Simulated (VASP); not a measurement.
# Cu (C2/c) in VASP: a series of runs, part 2 of 3

VASP 6.6.1.

### 3 Single point, LDA (11.34 Å³/atom)

This run uses another cell than the first one, of 11.34 Å³/atom.

The input, INCAR:

```
SYSTEM = Cu
PREC = Accurate
ENCUT = 520
EDIFF = 1E-7
ISMEAR = -1
SIGMA = 0.1
LREAL = .False.
LASPH = .True.
NELM = 60
ALGO = Normal
ISIF = 2
LWAVE = .False.
LCHARG = .False.
GGA = CA
NBANDS = 18
```

The input, KPOINTS:

```
Automatic mesh
0
Gamma
  18 18 9
  0 0 0
```

The input, POSCAR:

```
Cu
1.0
   -1.6939178529      1.3955582170      1.2421524020
    1.3955582170     -1.6939178529      1.2421524020
    3.1691800817      3.1691800817     -1.7885986216
Cu
2
Direct
    0.9586702959      0.0413297041      1.0000000000
    0.7913297041      0.2086702959      0.5000000000
```

Potentials or basis: VASP PAW LDA potentials, release 64 (Cu).

Run with:

```console
$ cat potpaw_LDA.64/Cu/POTCAR > POTCAR
$ mpirun -np 1 vasp_std > vasp.out
```

OUTCAR:

```text
SYSTEM = Cu
   PREC = Accurate
   ENCUT = 520
   EDIFF = 1E-7
   ISMEAR = -1
   LREAL = .False.
   LASPH = .True.
   NELM = 60
   ISIF = 2
   GGA = CA

 ion  position               nearest neighbor table
   1  0.959  0.041  0.000-   2 2.52   2 2.52   2 2.52   2 2.52   2 2.52   2 2.52
   2  0.791  0.209  0.500-   1 2.52   1 2.52   1 2.52   1 2.52   1 2.52   1 2.52

  Warning from LATTYP: Got some problem with cell dimensions!
  Tried to take original basis but could not verify dimensions!
  LATTYP: Found a base centered monoclinic cell.
 ALAT       =     2.5198823988
 B/A-ratio  =     1.7338820894
 C/A-ratio  =     1.6346514501
 COS(beta)  =    -0.0014713617

  Lattice vectors:

 A1 = (   1.6939178529,  -1.3955582170,  -1.2421524020)
 A2 = (  -1.3955582170,   1.6939178529,  -1.2421524020)
 A3 = (   2.8708204458,   2.8708204458,   0.6957061824)

Analysis of symmetry for initial positions (statically):
=====================================================================
 Subroutine PRICEL returns:
 Original cell was already a primitive cell.

 Routine SETGRP: Setting up the symmetry group for a
 base centered monoclinic supercell.

 Subroutine GETGRP returns: Found  4 space group operations
 (whereof  2 operations were pure point group operations)
 out of a pool of  4 trial point group operations.

The static configuration has the point symmetry C_2 .
 The point group associated with its full space group is C_2h.

Analysis of symmetry for dynamics (positions and initial velocities):
=====================================================================
 Subroutine PRICEL returns:
 Original cell was already a primitive cell.

 Routine SETGRP: Setting up the symmetry group for a
 base centered monoclinic supercell.

 Subroutine GETGRP returns: Found  4 space group operations
 (whereof  2 operations were pure point group operations)
 out of a pool of  4 trial point group operations.

The dynamic configuration has the point symmetry C_2 .
 The point group associated with its full space group is C_2h.

 Subroutine INISYM returns: Found  4 space group operations
 (whereof  2 operations are pure point group operations),
 and found     1 'primitive' translations

----------------------------------------------------------------------------------------

                                     Primitive cell

  volume of cell :      22.6754

  direct lattice vectors                    reciprocal lattice vectors
    -1.693917853  1.395558217  1.242152402    -0.039993352  0.283686125  0.431794072
     1.395558217 -1.693917853  1.242152402     0.283686125 -0.039993352  0.431794072
     3.169180082  3.169180082 -1.788598622     0.169240633  0.169240633  0.040650868

  length of vectors
     2.521880850  2.521880850  4.825607714     0.518192441  0.518192441  0.242770008

  position of ions in fractional coordinates (direct lattice)
     0.958670296  0.041329704  1.000000000
     0.791329704  0.208670296  0.500000000

  ion indices of the primitive-cell ions
   primitive index   ion index
                 1           1
                 2           2

----------------------------------------------------------------------------------------

 KPOINTS: Automatic mesh

Automatic generation of k-mesh.
 Grid dimensions read from file:
 generate k-points for:   18   18    9

 Generating k-lattice:

  Cartesian coordinates                     Fractional coordinates (reciprocal lattice)
    -0.002221853  0.015760340  0.023988560     0.055555556  0.000000000  0.000000000
     0.015760340 -0.002221853  0.023988560     0.000000000  0.055555556  0.000000000
     0.018804515  0.018804515  0.004516763     0.000000000  0.000000000  0.111111111

  Length of vectors
     0.028788469  0.028788469  0.026974445

  Shift w.r.t. Gamma in fractional coordinates (k-lattice)
     0.000000000  0.000000000  0.000000000

 Subroutine IBZKPT returns following result:
 ===========================================

 Found    775 irreducible k-points:

 Following reciprocal coordinates:
            Coordinates               Weight
  0.000000  0.000000  0.000000      1.000000
  0.055556  0.000000 -0.000000      4.000000
  0.111111  0.000000 -0.000000      4.000000
  0.166667  0.000000 -0.000000      4.000000
  0.222222 -0.000000  0.000000      4.000000
  0.277778  0.000000  0.000000      4.000000
[... 16 lines left out ...]
 -0.277778  0.055556 -0.000000      4.000000
 -0.222222  0.055556 -0.000000      4.000000
 [... further k-points ...]
   k-points           NKPTS =    775   k-points in BZ     NKDIM =    775   number of bands    NBANDS=     18
   number of dos      NEDOS =    301   number of ions     NIONS =      2
   total plane-waves  NPLWV =  14400
   dimension x,y,z NGX =    20 NGY =   20 NGZ =   36
   dimension x,y,z NGXF=    40 NGYF=   40 NGZF=   72
   ions per type =               2
   NGX,Y,Z   is equivalent  to a cutoff of  13.18, 13.18, 12.40 a.u.
   NGXF,Y,Z  is equivalent  to a cutoff of  26.37, 26.37, 24.80 a.u.
 SYSTEM =  Cu
   PREC   = accura    normal or accurate (medium, high low for compatibility)
   ISTART =      0    job   : 0-new  1-cont  2-samecut
   ICHARG =      2    charge: 1-file 2-atom 10-const
   ISPIN  =      1    spin polarized calculation?
   LNONCOLLINEAR =      F non collinear calculations
   LSORBIT =      F    spin-orbit coupling
   LASPH  =      T    aspherical Exc in radial PAW
   ENCUT  =  520.0 eV  38.22 Ry    6.18 a.u.   4.69  4.69  8.97*2*pi/ulx,y,z
   NELM   =     60;   NELMIN=  2; NELMDL= -5     # of ELM steps
   EDIFF  = 0.1E-06   stopping-criterion for ELM
   LREAL  =      F    real-space projection
   EDIFFG = 0.1E-05   stopping-criterion for IOM
   NSW    =      0    number of steps for IOM
   IBRION =     -1    ionic relax: 0-MD 1-quasi-New 2-CG
   NFREE  =      0    steps in history (QN), initial steepest desc. (CG)
   ISIF   =      2    stress and relaxation
   ISYM   =      2    0-nonsym 1-usesym 2-fastsym
   POTIM  = 0.5000    time-step for ionic-motion
   TEBEG  =    0.0;   TEEND  =   0.0 temperature during run
   PSTRESS=    0.0 pullay stress
   NELECT =      22.0000    total number of electrons
   NUPDOWN=      -1.0000    fix difference up-down
   EMIN   =  10.00;   EMAX   =-10.00  energy-range for DOS
   EFERMI =   0.00;   METHOD = LEGACY
   ISMEAR =    -1;   SIGMA  =   0.10  broadening in eV -4-tet -1-fermi 0-gaus
   EFERMI_NEDOS =   21; number of points for ismear=-14 and -15
   IALGO  =     38    algorithm
   IMIX   =      4    mixing-type and parameters
     AMIX     =   0.40;   BMIX     =  1.00
     AMIX_MAG =   1.60;   BMIX_MAG =  1.00
  volume/ion in A,a.u.               =      11.34        76.51
  Fermi-wavevector in a.u.,A,eV,Ry     =   1.620680  3.062642 35.737128  2.626605
  Thomas-Fermi vector in A             =   2.714580
   LORBIT       =      0    0 simple, 1 ext, 2 COOP (PROOUT), +10 PAW based schemes
   GGA     = CA    functional components
   LHFCALC =     F    Hartree Fock is set to
   AEXX    =    0.0000 exact exchange contribution
   IVDW    =     0    specifies the selected vdW correction
   LEPSILON=     F    determine dielectric tensor
   LRPA    =     F    only Hartree local field effects (RPA)
 non-spin polarized calculation
  energy-cutoff  :      520.00
  volume of cell :       22.68
 maximum number of plane-waves:       623
   NGX =  9   NGY =  9   NGZ = 17

 number of electron      22.0000007 magnetization

 Free energy of the ion-electron system (eV)
  ---------------------------------------------------
  ext. energy  EPLUGINS =         0.00000000
  ---------------------------------------------------
  free energy    TOTEN  =        -9.39097029 eV

  energy without entropy =       -9.36784482  energy(sigma->0) =       -9.37940756

 E-fermi :   7.8236     XC(G=0): -13.3427

 val. band max:        7.8204317508   @ k =  -0.2222   0.5000   0.4444
 cond. band min:       7.8237625200   @ k =  -0.2222  -0.2778   0.2222
 fundamental gap:      0.0033307692
 Fermi energy:         7.8236208766

 k-point     1 :       0.0000    0.0000    0.0000
  band No.  band energies     occupation
      1      -1.8025      2.00000
      2       2.5023      2.00000
      3       4.6519      2.00000
      4       4.7171      2.00000
      5       4.7269      2.00000
      6       4.9409      2.00000
[... 10 lines left out ...]
     17      31.8354      0.00000
     18      31.8536      0.00000
[... 463 lines left out ...]
 k-point    24 :      -0.2222    0.0556   -0.0000
  band No.  band energies     occupation
      1      -0.2675      2.00000
      2       3.0755      2.00000
      3       4.1012      2.00000
      4       4.2746      2.00000
      5       4.6604      2.00000
      6       4.8950      2.00000
[... 10 lines left out ...]
     17      29.6406      0.00000
     18      29.7528      0.00000

 [... further k-points ...]
[... 5 lines left out ...]
  --------------------------------------------------------------------------------------
  -------------------------------------------------------------------------------------
  Total       -0.8107015     -0.8107015     -0.8549350      0.0395954      0.0040825      0.0040825
  in kB      -57.2817780    -57.2817780    -60.4071821      2.7976951      0.2884581      0.2884571
  external PRESSURE =     -58.3235794 kB  Pullay stress =       0.0000000 kB

 VOLUME and BASIS-vectors are now :
 -----------------------------------------------------------------------------
  energy-cutoff  :      520.00
  volume of cell :       22.68
      direct lattice vectors                 reciprocal lattice vectors
    -1.693917853  1.395558217  1.242152402    -0.039993352  0.283686125  0.431794072
     1.395558217 -1.693917853  1.242152402     0.283686125 -0.039993352  0.431794072
     3.169180082  3.169180082 -1.788598622     0.169240633  0.169240633  0.040650868

 POSITION                                       TOTAL-FORCE (eV/Angst)
 -----------------------------------------------------------------------------------
     -1.56623      1.26787      1.24215         0.000261     -0.000261     -0.000000
      0.53535      2.33547      0.34785        -0.000261      0.000261      0.000000
 -----------------------------------------------------------------------------------
    total drift:                                0.000000     -0.000000      0.000000

  FREE ENERGIE OF THE ION-ELECTRON SYSTEM (eV)
  ---------------------------------------------------
  free  energy   TOTEN  =        -9.3909702945 eV

  energy  without entropy=       -9.3678448170  energy(sigma->0) =       -9.37940756
```

OSZICAR:

```text
N       E                     dE             d eps       ncg     rms          rms(c)
DAV:   1     0.122361121069E+03    0.12236E+03   -0.10068E+04 30182   0.225E+03
DAV:   2    -0.486319743952E+01   -0.12722E+03   -0.12072E+03 27982   0.292E+02
DAV:   3    -0.113357643297E+02   -0.64726E+01   -0.62351E+01 31002   0.898E+01
DAV:   4    -0.114093623482E+02   -0.73598E-01   -0.73544E-01 33058   0.104E+01
DAV:   5    -0.114103741884E+02   -0.10118E-02   -0.10118E-02 34512   0.104E+00    0.114E+01
DAV:   6    -0.101928250683E+02    0.12175E+01   -0.12065E+01 29694   0.104E+02    0.568E+00
DAV:   7    -0.942166083974E+01    0.77116E+00   -0.24536E+00 30188   0.427E+01    0.776E-01
DAV:   8    -0.939572325460E+01    0.25938E-01   -0.20689E-02 34118   0.206E+00    0.498E-01
DAV:   9    -0.939093445630E+01    0.47888E-02   -0.58862E-03 35580   0.226E+00    0.155E-02
DAV:  10    -0.939096985519E+01   -0.35399E-04   -0.20290E-04 35628   0.182E-01    0.917E-03
DAV:  11    -0.939097041334E+01   -0.55815E-06   -0.43669E-06 44290   0.506E-02    0.353E-03
DAV:  12    -0.939097029326E+01    0.12007E-06   -0.79860E-07 35112   0.219E-02    0.283E-04
DAV:  13    -0.939097029454E+01   -0.12797E-08   -0.16862E-08 17046   0.189E-03
   1 F= -.93909703E+01 E0= -.93794076E+01  d E =-.231255E-01
```

stdout:

```text
POSCAR found type information on POSCAR Cu
 POSCAR found :  1 types and       2 ions
 scaLAPACK will be used
 LDA part: xc-table for (Slater(with rela. corr.)+CA(PZ))
 , standard interpolation
 POSCAR, INCAR and KPOINTS ok, starting setup
 FFT: planning ... GRIDC
 FFT: planning ... GRID_SOFT
 FFT: planning ... GRID
 WAVECAR not read
 entering main loop
```

Run time: 4.1 min. Hardware: 1 thread of AMD EPYC 7R13 (Zen 3), shared host; peak memory 0.32 GiB.

What came out:

```
Free energy            : -9.3910 eV
Pressure               : -5.8 GPa
Band gap on the k mesh : zero (bands 11 and 12 overlap by 6.13 eV)
```

Levels at points of the mesh, in eV from the Fermi level:
| k point | band 9 | band 10 | band 11 | band 12 | band 13 | band 14 |
| --- | --- | --- | --- | --- | --- | --- |
| (0.00, 0.00, 0.00) | -2.57 | -1.77 | -1.77 | -1.06 | 3.96 | 21.83 |
| (0.50, 0.00, 0.00) | -1.61 | -1.61 | 0.49 | 0.50 | 5.06 | 5.09 |
| (0.50, 0.50, 0.00) | -1.62 | -1.57 | 0.03 | 1.64 | 7.97 | 8.34 |

Caveat: the cell stands under tension.

(Part 2 of 3 ends here.)
